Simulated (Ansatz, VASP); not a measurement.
## Co: VASP beside Ansatz

```
CELL_PARAMETERS angstrom
3.85899 0.00000 0.00000
-1.92949 3.34198 0.00000
0.00000 0.00000 2.36612
ATOMIC_POSITIONS crystal
Co 0.00000 0.00000 0.00000
Co 0.33333 0.66667 0.50000
Co 0.66667 0.33333 0.50000
```

Alike in both runs: functional r2SCAN; k mesh 9 × 9 × 13; occupations fermi-dirac, width 0.1 eV; no spin polarisation.

Ansatz relaxed the structure, and its values are those at the end. VASP's run is a single point on that final structure, the one shown.

|  | VASP | Ansatz |
| --- | --- | --- |
| version | VASP 6.6.1 | Ansatz 0.2.0 |
| potentials or method | VASP PAW PBE potentials, release 64 (Co), cutoff 520 eV | plane waves (500 eV) with PAW, scalar-relativistic |
| valence electrons in the cell | 27 | 51 |

|  | VASP | Ansatz | Ansatz less VASP |
| --- | --- | --- | --- |
| pressure (GPa) | 0.4 | 0.0 | -0.37 |

VASP's potentials were made for PBE, not for r2SCAN. VASP's potentials hold 27 valence electrons a cell and Ansatz's 51, so a difference there can come from the potentials and not from the codes.
